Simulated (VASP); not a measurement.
# Te2Mo (P-3m1) in VASP: a series of runs, part 2 of 2

VASP 6.6.1. The steps go on from the part before.

## (4) Single point, PBE+U, collinear spin, ferromagnetic start

File INCAR:

```
SYSTEM = Te2Mo
  ALGO = Normal
  EDIFF = 1E-6
  ENCUT = 500
  GGA = PE
  GGA_COMPAT = .False.
  ISIF = 2
  ISMEAR = 0
  ISPIN = 2
  LASPH = .True.
  LCHARG = .True.
  LDAU = .True.
  LDAUJ = 0.5 0
  LDAUL = 2 -1
  LDAUPRINT = 1
  LDAUTYPE = 1
  LDAUU = 4 0
  LELF = .True.
  LMAXMIX = 4
  LORBIT = 11
  LREAL = .False.
  LVHAR = .True.
  LWAVE = .False.
  MAGMOM = 2 0 0
  NBANDS = 24
  NELM = 200
  PREC = Accurate
  SIGMA = 0.05
```

File KPOINTS:

```
k-points
0
Gamma
  6 6 3
  0 0 0
```

File POSCAR:

```
Te2Mo
1.0
    4.0201319500      0.0000000000      0.0000000000
   -2.0100659700      3.4815363900      0.0000000000
    0.0000000000      0.0000000000      6.4853072000
Mo Te
1 2
Direct
    0.0000000000      0.0000000000      0.0000000000
    0.3333333333      0.6666666667      0.2520000000
    0.6666666667      0.3333333333      0.7480000000
```

Potentials or basis: VASP PAW PBE potentials, release 64 (Mo_sv, Te).

Launch:

```
$ cat potpaw_PBE.64/Mo_sv/POTCAR potpaw_PBE.64/Te/POTCAR > POTCAR
$ mpirun -np 1 vasp_std > vasp.out
```

OUTCAR:

```text
SYSTEM = Te2Mo
   EDIFF = 1E-6
   ENCUT = 500
   GGA = PE
   ISIF = 2
   ISMEAR = 0
   ISPIN = 2
   LASPH = .True.
   LORBIT = 11
   LREAL = .False.
   NELM = 200
   PREC = Accurate

 ion  position               nearest neighbor table
   1  0.000  0.000  0.000-   2 2.84   3 2.84   3 2.84   2 2.84   3 2.84   2 2.84
   2  0.333  0.667  0.252-   1 2.84   1 2.84   1 2.84
   3  0.667  0.333  0.748-   1 2.84   1 2.84   1 2.84

  LATTYP: Found a hexagonal cell.
 ALAT       =     4.0201319500
 C/A-ratio  =     1.6132075466

  Lattice vectors:

 A1 = (   4.0201319500,   0.0000000000,   0.0000000000)
 A2 = (  -2.0100659700,   3.4815363900,   0.0000000000)
 A3 = (   0.0000000000,   0.0000000000,   6.4853072000)

Analysis of symmetry for initial positions (statically):
=====================================================================
 Subroutine PRICEL returns:
 Original cell was already a primitive cell.

 Routine SETGRP: Setting up the symmetry group for a
 hexagonal supercell.

 Subroutine GETGRP returns: Found 12 space group operations
 (whereof 12 operations were pure point group operations)
 out of a pool of 24 trial point group operations.

The static configuration has the point symmetry D_3d.

Analysis of symmetry for dynamics (positions and initial velocities):
=====================================================================
 Subroutine PRICEL returns:
 Original cell was already a primitive cell.

 Routine SETGRP: Setting up the symmetry group for a
 hexagonal supercell.

 Subroutine GETGRP returns: Found 12 space group operations
 (whereof 12 operations were pure point group operations)
 out of a pool of 24 trial point group operations.

The dynamic configuration has the point symmetry D_3d.

Analysis of structural, dynamic, and magnetic symmetry:
=====================================================================
[... 185 lines left out ...]
  ---------------------------------------------------
  free energy    TOTEN  =       -14.04241879 eV

  energy without entropy =      -14.03943298  energy(sigma->0) =      -14.04092589

 E-fermi :   5.5680     XC(G=0):  -9.4990

 val. band max:        5.5509712490   @ k =  -0.1667   0.5000   0.3333
 cond. band min:       5.5951186891   @ k =   0.0000   0.1667   0.3333
 fundamental gap:      0.0441474402
 Fermi energy:         5.5680496479

 spin component 1

 k-point     1 :       0.0000    0.0000    0.0000
  band No.  band energies     occupation
      1     -55.8076      1.00000
      2     -29.9859      1.00000
      3     -29.9652      1.00000
      4     -29.9652      1.00000
      5      -5.9986      1.00000
      6      -4.5048      1.00000
[... 448 lines left out ...]
     23      15.3168      0.00000
     24      15.3168      0.00000
 Fermi energy:         5.5680496479

 spin component 2

 k-point     1 :       0.0000    0.0000    0.0000
  band No.  band energies     occupation
      1     -54.1863      1.00000
      2     -28.2062      1.00000
      3     -28.1485      1.00000
      4     -28.1485      1.00000
      5      -6.0720      1.00000
      6      -4.6748      1.00000
[... 448 lines left out ...]
     23      15.3799      0.00000
     24      15.4114      0.00000

------------------------ aborting loop because EDIFF is reached ----------------------------------------

  FORCE on cell =-STRESS in cart. coord.  units (eV):
  Direction    XX          YY          ZZ          XY          YZ          ZX
  --------------------------------------------------------------------------------------
  -------------------------------------------------------------------------------------
  Total       -0.3022054     -0.3022054     -0.1485439     -0.0000000     -0.0000000     -0.0000000
  in kB       -5.3342208     -5.3342208     -2.6219454     -0.0000000     -0.0000000     -0.0000000
  external PRESSURE =      -4.4301290 kB  Pullay stress =       0.0000000 kB

 VOLUME and BASIS-vectors are now :
 -----------------------------------------------------------------------------
  energy-cutoff  :      500.00
  volume of cell :       90.77
      direct lattice vectors                 reciprocal lattice vectors
     4.020131950  0.000000000  0.000000000     0.248748054  0.143614756  0.000000000
    -2.010065970  3.481536390  0.000000000     0.000000000  0.287229512  0.000000000
     0.000000000  0.000000000  6.485307200     0.000000000  0.000000000  0.154194700

 POSITION                                       TOTAL-FORCE (eV/Angst)
 -----------------------------------------------------------------------------------
      0.00000      0.00000      0.00000        -0.000000      0.000000      0.000000
      0.00000      2.32102      1.63430        -0.000000      0.000000      0.112909
      2.01007      1.16051      4.85101         0.000000      0.000000     -0.112909
 -----------------------------------------------------------------------------------
    total drift:                                0.000000      0.000000     -0.000000

  FREE ENERGIE OF THE ION-ELECTRON SYSTEM (eV)
  ---------------------------------------------------
  free  energy   TOTEN  =       -14.0424187907 eV

  energy  without entropy=      -14.0394329795  energy(sigma->0) =      -14.04092589

 total charge

# of ion       s       p       d       tot
------------------------------------------
    1        2.260   6.108   3.809  12.177
    2        1.380   1.966   0.033   3.379
    3        1.380   1.966   0.033   3.379
--------------------------------------------------
tot          5.021  10.040   3.875  18.935

 magnetization (x)

# of ion       s       p       d       tot
------------------------------------------
    1        0.053   0.019   2.473   2.545
    2       -0.004  -0.174   0.007  -0.171
    3       -0.004  -0.174   0.007  -0.171
--------------------------------------------------
tot          0.045  -0.329   2.487   2.203
```

Run time: 81 s. Hardware: 1 thread of Intel Xeon Platinum 8259CL at 2.50GHz (Skylake/Cascade Lake), shared host; peak memory 0.25 GiB.

Results:

```yaml
Free_energy: -14.0424 eV
Pressure: -0.4 GPa
Largest_force: 0.113 eV/Å
Net_moment: 2.34 μB per cell
Site_moments: Mo +2.54; Te -0.17 μB
Valence_electrons_inside_the_program's_atomic_spheres: Mo 12.18; Te 3.38
```

Forces in eV/Å, atoms in the order of the input:
```
Mo   0.000  0.000  0.000
Te   0.000  0.000  0.113
Te   0.000  0.000 -0.113
```

Levels at points of the mesh, in eV from the Fermi level:
Spin up:
| k point | band 10 | band 11 | band 12 | band 13 | band 14 | band 15 | band 16 | band 17 | band 18 | band 19 |
| --- | --- | --- | --- | --- | --- | --- | --- | --- | --- | --- |
| (0.00, 0.00, 0.00) | -1.50 | -1.50 | -1.31 | 0.83 | 0.83 | 1.03 | 3.21 | 3.21 | 4.69 | 5.21 |
| (0.50, 0.00, 0.00) | -2.43 | -1.96 | -1.18 | -1.15 | -1.02 | -0.76 | 2.65 | 3.61 | 5.43 | 5.56 |
Spin down:
| k point | band 8 | band 9 | band 10 | band 11 | band 12 | band 13 | band 14 | band 15 | band 16 | band 17 |
| --- | --- | --- | --- | --- | --- | --- | --- | --- | --- | --- |
| (0.00, 0.00, 0.00) | -1.82 | -1.82 | 0.66 | 0.66 | 0.85 | 2.01 | 2.01 | 2.41 | 3.98 | 3.98 |
| (0.50, 0.00, 0.00) | -2.77 | -2.01 | -1.82 | -1.69 | -1.09 | 1.48 | 3.10 | 3.16 | 3.93 | 4.56 |

Eigenvalues of the final occupation matrices:
```csv
site,spin,trace,eigenvalues
site 1 d,1,3.17,0.41 0.41 0.78 0.78 0.79
site 1 d,2,0.68,0.05 0.05 0.05 0.27 0.27
```

Caveat: spin-orbit coupling is left out, which moves the levels of the heavy elements; this functional lacks dispersion, which binds the layers, so the pressure and a relaxed spacing across them are unreliable; the U is typed as a test and isn't derived for this compound.

## (5) Single point, PBE+U, collinear spin, ferrimagnetic start

File INCAR:

```
ALGO = Normal
EDIFF = 1E-6
ENCUT = 500
GGA = PE
GGA_COMPAT = F
ISIF = 2
ISMEAR = 0
ISPIN = 2
LASPH = T
LCHARG = T
LDAU = T
LDAUJ = 0.5 0
LDAUL = 2 -1
LDAUPRINT = 1
LDAUTYPE = 1
LDAUU = 4 0
LELF = T
LMAXMIX = 4
LORBIT = 11
LREAL = F
LVHAR = T
LWAVE = F
MAGMOM = 0.89 -0.07 -0.07
NBANDS = 24
NELM = 200
PREC = Accurate
SIGMA = 0.05
```

File KPOINTS:

```
k-points
0
Gamma
  6 6 3
```

POSCAR is that of step 4.

Launch:

```
$ cat potpaw_PBE.64/Mo_sv/POTCAR potpaw_PBE.64/Te/POTCAR > POTCAR
$ mpirun -np 1 vasp_std > vasp.out
```

Wall time 83 s (1 thread of Intel Xeon Platinum 8259CL at 2.50GHz (Skylake/Cascade Lake), shared host); peak memory 0.25 GiB.

Results (log left out):

```
Free energy                                           : -14.0424 eV
Pressure                                              : -0.4 GPa
Largest force                                         : 0.113 eV/Å
Net moment                                            : 2.34 μB per cell
Site moments                                          : Mo +2.54; Te -0.17 μB
Valence electrons inside the program's atomic spheres : Mo 12.18; Te 3.38
```

Forces in eV/Å, atoms in the order of the input:
```
Mo   0.000  0.000  0.000
Te   0.000  0.000  0.113
Te   0.000  0.000 -0.113
```

Stress tensor (GPa, compression positive):
```
-0.54  0.00  0.00
 0.00 -0.54  0.00
 0.00  0.00 -0.27
```

Levels at points of the mesh, in eV from the Fermi level:
Spin up:
```
           k point  band 11  band 12  band 13  band 14  band 15  band 16  band 17  band 18
(0.00, 0.00, 0.00)    -1.50    -1.31     0.83     0.83     1.03     3.21     3.21     4.69
(0.50, 0.00, 0.00)    -1.96    -1.18    -1.15    -1.02    -0.76     2.65     3.61     5.43
```
Spin down:
```
           k point  band 10  band 11  band 12  band 13  band 14  band 15
(0.00, 0.00, 0.00)     0.66     0.66     0.85     2.01     2.01     2.41
(0.50, 0.00, 0.00)    -1.82    -1.69    -1.09     1.48     3.10     3.16
```

Eigenvalues of the final occupation matrices:
```csv
site,spin,trace,eigenvalues
site 1 d,1,3.17,0.41 0.41 0.78 0.78 0.79
site 1 d,2,0.68,0.05 0.05 0.05 0.27 0.27
```

Caveat: spin-orbit coupling is left out, which moves the levels of the heavy elements; this functional lacks dispersion, which binds the layers, so the pressure and a relaxed spacing across them are unreliable; the U is typed as a test and isn't derived for this compound. The state reached can hang on the start; a lower one may exist.

## (6) Single point, PBE+U, collinear spin, ferrimagnetic start

File INCAR:

```
SYSTEM = Te2Mo
  PREC = Accurate
  ENCUT = 500
  EDIFF = 1E-6
  ISMEAR = 0
  SIGMA = 0.05
  LREAL = .False.
  LASPH = .True.
  NELM = 200
  ALGO = Normal
  ISIF = 2
  LWAVE = .False.
  LCHARG = .False.
  ISPIN = 2
  MAGMOM = 2.63 -0.2 -0.2
  LORBIT = 11
  LMAXMIX = 4
  LDAU = .True.
  LDAUTYPE = 1
  LDAUL = 2 -1
  LDAUU = 4 0
  LDAUJ = 0.5 0
  LDAUPRINT = 1
  GGA = PE
  NBANDS = 24
  GGA_COMPAT = .False.
```

File KPOINTS:

```
Automatic mesh
0
Gamma
  6 6 3
  0 0 0
```

POSCAR is that of step 5.

Potentials or basis: VASP PAW PBE potentials, release 64 (Mo_sv, Te).

Launch:

```
$ cat potpaw_PBE.64/Mo_sv/POTCAR potpaw_PBE.64/Te/POTCAR > POTCAR
$ mpirun -np 1 vasp_std > vasp.out
```

It took 80 s on 1 thread of Intel Xeon Platinum 8259CL at 2.50GHz (Skylake/Cascade Lake), shared host; peak memory 0.25 GiB.

It converged, with:

| Item | Value |
| --- | --- |
| Free energy | -14.0424 eV |
| Pressure | -0.4 GPa |
| Largest force | 0.113 eV/Å |
| Net moment | 2.34 μB per cell |
| Site moments | Mo +2.54; Te -0.17 μB |
| Valence electrons inside the program's atomic spheres | Mo 12.18; Te 3.38 |

Forces on the atoms (eV/Å):
```
Mo   0.000  0.000  0.000
Te   0.000  0.000  0.113
Te   0.000  0.000 -0.113
```

Stress tensor (GPa, compression positive):
```
-0.53  0.00  0.00
 0.00 -0.53  0.00
 0.00  0.00 -0.26
```

Levels at points of the mesh, in eV from the Fermi level:
Spin up:
| k point | band 11 | band 12 | band 13 | band 14 | band 15 | band 16 | band 17 | band 18 |
| --- | --- | --- | --- | --- | --- | --- | --- | --- |
| (0.00, 0.00, 0.00) | -1.50 | -1.31 | 0.83 | 0.83 | 1.03 | 3.21 | 3.21 | 4.69 |
| (0.50, 0.00, 0.00) | -1.96 | -1.18 | -1.15 | -1.02 | -0.76 | 2.65 | 3.61 | 5.43 |
Spin down:
```
           k point  band 10  band 11  band 12  band 13  band 14  band 15
(0.00, 0.00, 0.00)     0.66     0.66     0.85     2.01     2.01     2.41
(0.50, 0.00, 0.00)    -1.82    -1.69    -1.09     1.48     3.10     3.16
```

Eigenvalues of the final occupation matrices:
```tsv
site	spin	trace	eigenvalues
site 1 d	1	3.17	0.41 0.41 0.78 0.78 0.79
site 1 d	2	0.68	0.05 0.05 0.05 0.27 0.27
```

Caveat: spin-orbit coupling is left out, which moves the levels of the heavy elements; this functional lacks dispersion, which binds the layers, so the pressure and a relaxed spacing across them are unreliable; the U is typed as a test and isn't derived for this compound.
